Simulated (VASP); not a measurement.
Write the native input for VASP 6.6.1 that does the following.

```yaml
Task: single point
Functional: PBE
Potentials_or_basis: VASP PAW PBE potentials, release 64 (Cu, Sn_d)
Cutoff: 520 eV
k_mesh: 12 × 12 × 10
Occupations: gaussian, width 0.1 eV
Spin: no spin polarisation
Dipole_correction: no
Further_INCAR_settings: ALGO = Fast; EDIFF = 1e-06; NBANDS = 34
```

The structure of CuSn3 lies in POSCAR:

```
CuSn3
1.0
    5.1950595361      0.0000000000      0.0000000000
   -2.5975297681      4.4990535324      0.0000000000
    0.0000000000      0.0000000000      4.9869501058
Cu Sn
1 3
Direct
    0.0000000000      0.0000000000      0.5000000000
    0.3333333333      0.6666666667      0.5000000000
    0.6666666667      0.3333333333      0.5000000000
    0.0000000000      0.0000000000      0.0000000000
```

The cell was generated, and may not be a known phase.

These files were run (other wordings do the same):

INCAR

```
SYSTEM = CuSn3
ALGO = Fast
EDIFF = 1E-6
ENCUT = 520
GGA = PE
ISIF = 2
ISMEAR = 0
LASPH = .TRUE.
LCHARG = .FALSE.
LREAL = .FALSE.
LWAVE = .FALSE.
NBANDS = 34
NELM = 100
PREC = Accurate
SIGMA = 0.1
```

KPOINTS

```
k-points
0
G
  12 12 10
  0 0 0
```

Potentials or basis: VASP PAW PBE potentials, release 64 (Cu, Sn_d).

Command:

```sh
$ cat potpaw_PBE.64/Cu/POTCAR potpaw_PBE.64/Sn_d/POTCAR > POTCAR
$ mpirun -np 1 vasp_std > vasp.out
```

Results of the run:

| Item | Value |
| --- | --- |
| Pressure | -0.1 GPa |
| Band gap on the k mesh | zero (an odd number of electrons rules out a gap without spin polarisation) |

Caveat: spin-orbit coupling is left out, which moves the levels of the heavy elements.

It took 18 min on 1 thread of Intel Xeon 8259CL, on a shared host, peak memory 0.52 GiB.
